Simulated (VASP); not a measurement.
Mg3CdS4:

```
Mg Cd S
1.0
    -2.76671    2.76671    5.53342
     2.76671   -2.76671    5.53342
     2.76671    2.76671   -5.53342
Mg Cd S
3 1 4
Cartesian
  0.0000 0.0000 0.0000
  0.0000 2.7667 2.7667
  2.7667 0.0000 2.7667
  0.0000 0.0000 5.5334
  0.0000 0.0000 8.3001
  0.0000 0.0000 2.7667
  0.0000 2.7667 0.0000
  2.7667 0.0000 0.0000
```

| Property | Result |
| --- | --- |
| Program | VASP 6.6.1 |
| Task | relaxation of cell and atoms |
| Functional | PBE |
| Potentials or basis | VASP PAW PBE potentials, release 64 (Mg, Cd, S) |
| Cutoff | 600 eV |
| k mesh | 4 × 4 × 4 |
| Occupations | gaussian, width 0.1 eV |
| Spin | no spin polarisation |

At the start: pressure -7.0 GPa; volume 21.18 Å³/atom.

**Question.** Where does the relaxation end?

**Answer.** Over 5 steps the energy falls by 65.6 meV/atom and the volume is 18.65 Å³/atom (-11.9 %); space group I4/mmm (No. 139, to 0.05 Å).

The path:
```tsv
step	energy change (eV)	largest force (eV/Å)	pressure (GPa)	volume (Å³)
1	0.0000	0.3600	-7.01	169.43
2	-0.4861	0.4704	1.07	147.70
3	-0.4915	0.4609	0.15	149.50
4	-0.5088	0.3186	0.13	149.41
5	-0.5246	0.0019	0.18	149.21
```

Final structure:
```xyz
8
Lattice="-2.6510 2.6510 5.3077 2.6510 -2.6510 5.3077 2.6510 2.6510 -5.3077" Properties=species:S:1:pos:R:3 pbc="T T T"
Mg    0.0000    0.0000    0.0000
Mg    0.0000    2.6510    2.6538
Mg    2.6510    0.0000    2.6538
Cd    0.0000    0.0000    5.3077
S     0.0000    0.0000    8.0485
S     0.0000    0.0000    2.5669
S     0.0000    2.6510    0.0000
S     2.6510    0.0000    0.0000
```
